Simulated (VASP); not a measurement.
Set up this calculation in VASP 6.6.1, as the native input.

* Task: single point
* Functional: LDA
* Potentials or basis: VASP PAW LDA potentials, release 64 (Rb_sv)
* Cutoff: 520 eV
* k mesh: 10 × 10 × 10
* Occupations: fermi-dirac, width 0.1 eV
* Spin: no spin polarisation
* Dipole correction: no
* Further INCAR settings: ALGO = Normal; EDIFF = 1e-06; NBANDS = 16

The structure of Rb lies in POSCAR:

```
Rb
1.0
    0.0000000000      3.3060692979      3.3060692979
    3.3060692979      0.0000000000      3.3060692979
    3.3060692979      3.3060692979      0.0000000000
Rb
2
Direct
   -0.1250000000     -0.1250000000     -0.1250000000
    0.1250000000      0.1250000000      0.1250000000
```

This isn't the form of Rb at room conditions, which is bcc.

The input as run:

INCAR

```
SYSTEM = Rb
ALGO     = Normal         ! electronic algorithm
EDIFF    = 1E-6           ! SCF threshold, eV
ENCUT    = 520            ! plane-wave cutoff, eV
GGA      = CA             ! functional
ISIF     = 2              ! what is computed and relaxed
ISMEAR   = -1             ! smearing method
LASPH    = .TRUE.         ! aspherical terms in the spheres
LCHARG   = .FALSE.        ! write CHGCAR
LREAL    = .FALSE.        ! projectors in reciprocal space
LWAVE    = .FALSE.        ! write WAVECAR
NBANDS   = 16             ! bands
NELM     = 80             ! most SCF steps
PREC     = Accurate       ! precision mode
SIGMA    = 0.1            ! smearing width, eV
```

KPOINTS

```
k-points
0
G
  10 10 10
  0 0 0
```

Potentials or basis: VASP PAW LDA potentials, release 64 (Rb_sv).

Run with:

```sh
$ cat potpaw_LDA.64/Rb_sv/POTCAR > POTCAR
$ mpirun -np 1 vasp_std > vasp.out
```

It gave:

```
Pressure               : 11.2 GPa
Band gap on the k mesh : zero (bands 9 and 10 overlap by 0.39 eV)
```

Caveat: the cell stands under pressure.

It took 16 s on 1 thread of Intel(R) Xeon(R) 6975P-C (Granite Rapids), with other jobs on the host, peak memory 0.19 GiB.
